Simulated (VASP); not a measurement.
# Al3Cu (P4/mmm) in VASP: notebook

The runs below take Al3Cu through relaxation of shape and atoms at fixed volume, single point, with PBEsol.

Program: VASP 6.6.1. These are calculated values, not measurements. Logs are shortened: lines on timing, memory, paths and dates and some standing lists are left out, and cuts for length are marked.

### 1 The cell of the first run

It takes space group P4/mmm (No. 123, tetragonal). Conventional cell: a = 2.752 Å, b = 2.752 Å, c = 7.526 Å, α = 90.00°, β = 90.00°, γ = 90.00°. Al (site symmetry 4/mmm) has 12 Al at 2.75 to 2.86 Å within 3.6 Å. Within 3.4 Å of Al (site symmetry 4mm) lie 4 Cu at 2.56 Å and 9 Al at 2.75 to 3.32 Å. Within 3.4 Å of Cu (site symmetry 4/mmm) lie 8 Al at 2.56 Å and 4 Cu at 2.75 Å.

### 2 Relaxation of shape and atoms at fixed volume, PBEsol (14.25 Å³/atom)

Input file INCAR:

```
SYSTEM = Al3Cu
PREC     = Accurate       ! precision mode
ENCUT    = 600            ! plane-wave cutoff, eV
EDIFF    = 1E-7           ! SCF threshold, eV
ISMEAR   = 0              ! smearing method
SIGMA    = 0.1            ! smearing width, eV
LREAL    = .FALSE.        ! projectors in reciprocal space
LASPH    = .TRUE.         ! aspherical terms in the spheres
NELM     = 80             ! most SCF steps
ALGO     = Fast           ! electronic algorithm
ISIF     = 4              ! what is computed and relaxed
LWAVE    = .FALSE.        ! write WAVECAR
LCHARG   = .FALSE.        ! write CHGCAR
GGA      = PS             ! functional
IBRION   = 2              ! ionic algorithm
NSW      = 50             ! ionic steps
EDIFFG   = -0.01          ! ionic threshold
```

Input file KPOINTS:

```
regular mesh
0
G
  16 16 6
  0 0 0
```

Input file POSCAR:

```
Al3Cu
1.0
    2.7516034843      0.0000000000      0.0000000000
    0.0000000000      2.7516034843      0.0000000000
    0.0000000000      0.0000000000      7.5261543136
Al Cu
3 1
Direct
    0.0000000000      0.0000000000      0.5000000000
    0.5000000000      0.5000000000      0.2206884218
    0.5000000000      0.5000000000      0.7793115782
    0.0000000000      0.0000000000      0.0000000000
```

Potentials or basis: VASP PAW PBE potentials, release 64 (Al, Cu).

Command:

```sh
$ cat potpaw_PBE.64/Al/POTCAR potpaw_PBE.64/Cu/POTCAR > POTCAR
$ mpirun -np 1 vasp_std > vasp.out
```

OUTCAR:

```text
SYSTEM = Al3Cu
   PREC = Accurate
   ENCUT = 600
   EDIFF = 1E-7
   ISMEAR = 0
   LREAL = .FALSE.
   LASPH = .TRUE.
   NELM = 80
   ISIF = 4
   GGA = PS
   IBRION = 2
   NSW = 50
   EDIFFG = -0.01

 ion  position               nearest neighbor table
   1  0.000  0.000  0.500-   2 2.86   3 2.86   2 2.86   3 2.86   2 2.86   3 2.86   2 2.86   3 2.86

   2  0.500  0.500  0.221-   4 2.56   4 2.56   4 2.56   4 2.56   1 2.86   1 2.86   1 2.86   1 2.86
                             3 3.32
   3  0.500  0.500  0.779-   4 2.56   4 2.56   4 2.56   4 2.56   1 2.86   1 2.86   1 2.86   1 2.86
                             2 3.32
   4  0.000  0.000  0.000-   2 2.56   3 2.56   2 2.56   3 2.56   2 2.56   3 2.56   2 2.56   3 2.56

  LATTYP: Found a simple tetragonal cell.
 ALAT       =     2.7516034843
 C/A-ratio  =     2.7351885388

  Lattice vectors:

 A1 = (   2.7516034843,   0.0000000000,   0.0000000000)
 A2 = (   0.0000000000,   2.7516034843,   0.0000000000)
 A3 = (   0.0000000000,   0.0000000000,   7.5261543136)

Analysis of symmetry for initial positions (statically):
=====================================================================
 Subroutine PRICEL returns:
 Original cell was already a primitive cell.

 Routine SETGRP: Setting up the symmetry group for a
 simple tetragonal supercell.

 Subroutine GETGRP returns: Found 16 space group operations
 (whereof 16 operations were pure point group operations)
 out of a pool of 16 trial point group operations.

The static configuration has the point symmetry D_4h.

Analysis of symmetry for dynamics (positions and initial velocities):
=====================================================================
 Subroutine PRICEL returns:
 Original cell was already a primitive cell.

 Routine SETGRP: Setting up the symmetry group for a
 simple tetragonal supercell.

 Subroutine GETGRP returns: Found 16 space group operations
 (whereof 16 operations were pure point group operations)
 out of a pool of 16 trial point group operations.

The dynamic configuration has the point symmetry D_4h.

 Subroutine INISYM returns: Found 16 space group operations
 (whereof 16 operations are pure point group operations),
 and found     1 'primitive' translations

----------------------------------------------------------------------------------------

                                     Primitive cell

  volume of cell :      56.9829

  direct lattice vectors                    reciprocal lattice vectors
     2.751603484  0.000000000  0.000000000     0.363424456  0.000000000  0.000000000
     0.000000000  2.751603484  0.000000000     0.000000000  0.363424456  0.000000000
     0.000000000  0.000000000  7.526154314     0.000000000  0.000000000  0.132869984

  length of vectors
     2.751603484  2.751603484  7.526154314     0.363424456  0.363424456  0.132869984

  position of ions in fractional coordinates (direct lattice)
     0.000000000  0.000000000  0.500000000
     0.500000000  0.500000000  0.220688422
     0.500000000  0.500000000  0.779311578
     0.000000000  0.000000000  0.000000000

  ion indices of the primitive-cell ions
   primitive index   ion index
                 1           1
                 2           2
                 3           3
                 4           4

----------------------------------------------------------------------------------------

 KPOINTS: regular mesh

Automatic generation of k-mesh.
 Grid dimensions read from file:
 generate k-points for:   16   16    6

 Generating k-lattice:

  Cartesian coordinates                     Fractional coordinates (reciprocal lattice)
     0.022714029  0.000000000  0.000000000     0.062500000  0.000000000  0.000000000
     0.000000000  0.022714029  0.000000000     0.000000000  0.062500000  0.000000000
     0.000000000  0.000000000  0.022144997     0.000000000  0.000000000  0.166666667

  Length of vectors
     0.022714029  0.022714029  0.022144997

  Shift w.r.t. Gamma in fractional coordinates (k-lattice)
     0.000000000  0.000000000  0.000000000

 Subroutine IBZKPT returns following result:
 ===========================================

 Found    180 irreducible k-points:

 Following reciprocal coordinates:
            Coordinates               Weight
  0.000000  0.000000  0.000000      1.000000
  0.062500  0.000000  0.000000      4.000000
  0.125000  0.000000  0.000000      4.000000
  0.187500  0.000000  0.000000      4.000000
  0.250000  0.000000  0.000000      4.000000
  0.312500  0.000000  0.000000      4.000000
[... 16 lines left out ...]
  0.437500  0.125000  0.000000      8.000000
  0.500000  0.125000  0.000000      4.000000
 [... further k-points ...]
   k-points           NKPTS =    180   k-points in BZ     NKDIM =    180   number of bands    NBANDS=     14
   number of dos      NEDOS =    301   number of ions     NIONS =      4
   total plane-waves  NPLWV =  34560
   dimension x,y,z NGX =    24 NGY =   24 NGZ =   60
   dimension x,y,z NGXF=    48 NGYF=   48 NGZF=  120
   ions per type =               3   1
   NGX,Y,Z   is equivalent  to a cutoff of  14.50, 14.50, 13.25 a.u.
   NGXF,Y,Z  is equivalent  to a cutoff of  29.00, 29.00, 26.51 a.u.
 SYSTEM =  Al3Cu
   PREC   = accura    normal or accurate (medium, high low for compatibility)
   ISTART =      0    job   : 0-new  1-cont  2-samecut
   ICHARG =      2    charge: 1-file 2-atom 10-const
   ISPIN  =      1    spin polarized calculation?
   LNONCOLLINEAR =      F non collinear calculations
   LSORBIT =      F    spin-orbit coupling
   LASPH  =      T    aspherical Exc in radial PAW
   ENCUT  =  600.0 eV  44.10 Ry    6.64 a.u.   5.50  5.50 15.03*2*pi/ulx,y,z
   NELM   =     80;   NELMIN=  2; NELMDL= -5     # of ELM steps
   EDIFF  = 0.1E-06   stopping-criterion for ELM
   LREAL  =      F    real-space projection
   EDIFFG = -.1E-01   stopping-criterion for IOM
   NSW    =     50    number of steps for IOM
   IBRION =      2    ionic relax: 0-MD 1-quasi-New 2-CG
   NFREE  =      1    steps in history (QN), initial steepest desc. (CG)
   ISIF   =      4    stress and relaxation
   ISYM   =      2    0-nonsym 1-usesym 2-fastsym
   POTIM  = 0.5000    time-step for ionic-motion
   TEBEG  =    0.0;   TEEND  =   0.0 temperature during run
   PSTRESS=    0.0 pullay stress
   NELECT =      20.0000    total number of electrons
   NUPDOWN=      -1.0000    fix difference up-down
   EMIN   =  10.00;   EMAX   =-10.00  energy-range for DOS
   EFERMI =   0.00;   METHOD = LEGACY
   ISMEAR =     0;   SIGMA  =   0.10  broadening in eV -4-tet -1-fermi 0-gaus
   EFERMI_NEDOS =   21; number of points for ismear=-14 and -15
   IALGO  =     68    algorithm
   IMIX   =      4    mixing-type and parameters
     AMIX     =   0.40;   BMIX     =  1.00
     AMIX_MAG =   1.60;   BMIX_MAG =  1.00
  volume/ion in A,a.u.               =      14.25        96.13
  Fermi-wavevector in a.u.,A,eV,Ry     =   1.154791  2.182238 18.143930  1.333541
  Thomas-Fermi vector in A             =   2.291424
   LORBIT       =      0    0 simple, 1 ext, 2 COOP (PROOUT), +10 PAW based schemes
   GGA     = PS    functional components
   LHFCALC =     F    Hartree Fock is set to
   AEXX    =    0.0000 exact exchange contribution
   IVDW    =     0    specifies the selected vdW correction
   LEPSILON=     F    determine dielectric tensor
   LRPA    =     F    only Hartree local field effects (RPA)
 conjugate gradient relaxation of ions
 non-spin polarized calculation
 RMM-DIIS sequential band-by-band and
 Gauss-broadening in eV      SIGMA  =   0.10
  energy-cutoff  :      600.00
  volume of cell :       56.98
 maximum number of plane-waves:      1934
 NGX is ok and might be reduce to    24
   NGX = 11   NGY = 11   NGZ = 31

--------------------------------------- Ionic step        1  -------------------------------------------

 number of electron      20.0000009 magnetization

 Free energy of the ion-electron system (eV)
  ---------------------------------------------------
  ext. energy  EPLUGINS =         0.00000000
  ---------------------------------------------------
  free energy    TOTEN  =       -16.93836586 eV

  energy without entropy =      -16.93037658  energy(sigma->0) =      -16.93437122

------------------------ aborting loop because EDIFF is reached ----------------------------------------

  FORCE on cell =-STRESS in cart. coord.  units (eV):
  Direction    XX          YY          ZZ          XY          YZ          ZX
  --------------------------------------------------------------------------------------
  -------------------------------------------------------------------------------------
  Total        1.2519739      1.2519739      1.2004425      0.0000000      0.0000000     -0.0000000
  in kB       35.2014906     35.2014906     33.7525911      0.0000000      0.0000000     -0.0000000
  external PRESSURE =      34.7185241 kB  Pullay stress =       0.0000000 kB
[... 61 lines left out ...]
  energy  without entropy=      -16.9310654270  energy(sigma->0) =      -16.93508556

--------------------------------------- Ionic step        3  -------------------------------------------

 number of electron      20.0000010 magnetization

 Free energy of the ion-electron system (eV)
  ---------------------------------------------------
  ext. energy  EPLUGINS =         0.00000000
  ---------------------------------------------------
  free energy    TOTEN  =       -16.93966166 eV

  energy without entropy =      -16.93151655  energy(sigma->0) =      -16.93558911

 E-fermi :   8.7567     XC(G=0): -11.0708

 val. band max:        8.7537081715   @ k =   0.3125   0.1875   0.1667
 cond. band min:       8.7651341405   @ k =   0.2500   0.2500   0.1667
 fundamental gap:      0.0114259690
 Fermi energy:         8.7566849420

 k-point     1 :       0.0000    0.0000    0.0000
  band No.  band energies     occupation
      1      -2.6835      2.00000
      2      -0.2230      2.00000
      3       0.0705      2.00000
      4       4.0910      2.00000
      5       4.1820      2.00000
      6       5.0160      2.00000
      7       5.0160      2.00000
      8       5.4253      2.00000
      9       6.8942      2.00000
     10       9.2828      0.00000
     11      15.1378      0.00000
     12      15.5245      0.00000
     13      15.5245      0.00000
     14      16.7114      0.00000
[... 375 lines left out ...]
 k-point    24 :       0.5000    0.1250    0.0000
  band No.  band energies     occupation
      1       2.1987      2.00000
      2       2.3588      2.00000
      3       3.0706      2.00000
      4       4.2218      2.00000
      5       4.2880      2.00000
      6       4.3465      2.00000
      7       5.0811      2.00000
      8       5.2977      2.00000
      9       5.4470      2.00000
     10       6.5208      2.00000
     11       6.9242      2.00000
     12      11.7944      0.00000
     13      12.9092      0.00000
     14      13.0850      0.00000

 [... further k-points ...]
[... 5 lines left out ...]
  --------------------------------------------------------------------------------------
  -------------------------------------------------------------------------------------
  Total        1.2287310      1.2287310      1.2605422      0.0000000     -0.0000000     -0.0000000
  in kB       34.5479727     34.5479727     35.4424017      0.0000000     -0.0000000     -0.0000000
  external PRESSURE =      34.8461157 kB  Pullay stress =       0.0000000 kB
[... 19 lines left out ...]
  FREE ENERGIE OF THE ION-ELECTRON SYSTEM (eV)
  ---------------------------------------------------
  free  energy   TOTEN  =       -16.9396616623 eV

  energy  without entropy=      -16.9315165532  energy(sigma->0) =      -16.93558911

 reached required accuracy - stopping structural energy minimisation
```

It took 4.1 min on 1 thread of Intel Xeon Platinum 8559C (Emerald Rapids), shared host; peak memory 0.33 GiB.

Results:

```yaml
Free_energy: -16.9397 eV
Energy_gained_by_relaxing: 0.3 meV/atom
Ionic_steps: 3
Pressure_after_relaxing: 3.5 GPa
Largest_force_after_relaxing: 0.003 eV/Å
Band_gap_on_the_k_mesh: zero (bands 10 and 11 overlap by 6.20 eV)
```

Forces in eV/Å, atoms in the order of the input:
```
Al   0.000  0.000  0.000
Al   0.000  0.000  0.003
Al   0.000  0.000 -0.003
Cu   0.000  0.000  0.000
```

Step by step:
```
step  energy change (eV)  largest force (eV/Å)  pressure (GPa)  volume (Å³)
   1              0.0000                0.0957            3.47        56.98
   2             -0.0007                0.0628            3.58        56.98
   3             -0.0013                0.0033            3.48        56.98
```

Final structure:
```
CELL_PARAMETERS angstrom
2.75323 0.00000 0.00000
0.00000 2.75323 0.00000
0.00000 0.00000 7.51727
ATOMIC_POSITIONS crystal
Al 0.00000 0.00000 0.50000
Al 0.50000 0.50000 0.22244
Al 0.50000 0.50000 0.77756
Cu 0.00000 0.00000 0.00000
```

Caveat: the PAW data sets were made with another functional, which shifts forces and pressure a little.

(Continued in part 2 of 2.)
